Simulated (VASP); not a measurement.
**LiBr: relaxation of cell and atoms with PBE**

The system is LiBr.

```
Li Br
1.0
     0.00000    2.75065    2.75065
     2.75065    0.00000    2.75065
     2.75065    2.75065    0.00000
Li Br
1 1
Direct
  0.00000 0.00000 0.00000
  0.50000 0.50000 0.50000
```

* Program: VASP 6.6.1
* Task: relaxation of cell and atoms
* Functional: PBE
* Potentials or basis: VASP PAW PBE potentials, release 64 (Li_sv, Br)
* Cutoff: 750 eV
* k mesh: 8 × 8 × 8
* Occupations: fermi-dirac, width 0.02 eV
* Spin: no spin polarisation
* Dipole correction: no
* Further INCAR settings: ALGO = Normal; EDIFF = 1e-07; IBRION = 2; EDIFFG = -0.005; NSW = 80; ISIF = 3

```json
{
  "Relaxed volume": "20.85 Å³/atom",
  "Relaxed cell": "a = 3.892 Å, b = 3.892 Å, c = 3.892 Å, α = 60.00°, β = 60.00°, γ = 60.00°",
  "Space group after relaxing (to 0.05 Å)": "Fm-3m (No. 225)",
  "Energy gained by relaxing": "0.0 meV/atom",
  "Ionic steps": "2",
  "Pressure after relaxing": "0.0 GPa",
  "Band gap on the k mesh": "4.93 eV, direct"
}
```

Final structure:
```yaml
crystal:
  lattice:
    - [0.00000, 2.75213, 2.75213]
    - [2.75213, 0.00000, 2.75213]
    - [2.75213, 2.75213, 0.00000]
  atoms:
    - { symbol: Li, position: [0.00000, 0.00000, 0.00000] }
    - { symbol: Br, position: [0.50000, 0.50000, 0.50000] }
```

Levels at points of the mesh, in eV from the valence-band top:
```
           k point  band 1  band 2  band 3  band 4  band 5  band 6  band 7  band 8  band 9
(0.00, 0.00, 0.00)  -44.40  -13.43    0.00    0.00    0.00    4.93   10.50   10.50   10.50
(0.50, 0.00, 0.00)  -44.40  -12.96   -2.87   -0.26   -0.26    5.62    8.11    8.11   11.74
(0.50, 0.50, 0.00)  -44.40  -12.77   -2.87   -1.13   -1.13    6.24    7.12   11.61   12.42
```

Run time: 15 s on 1 thread of AMD EPYC 9R45 (Zen 5), on a shared host, peak memory 0.19 GiB.
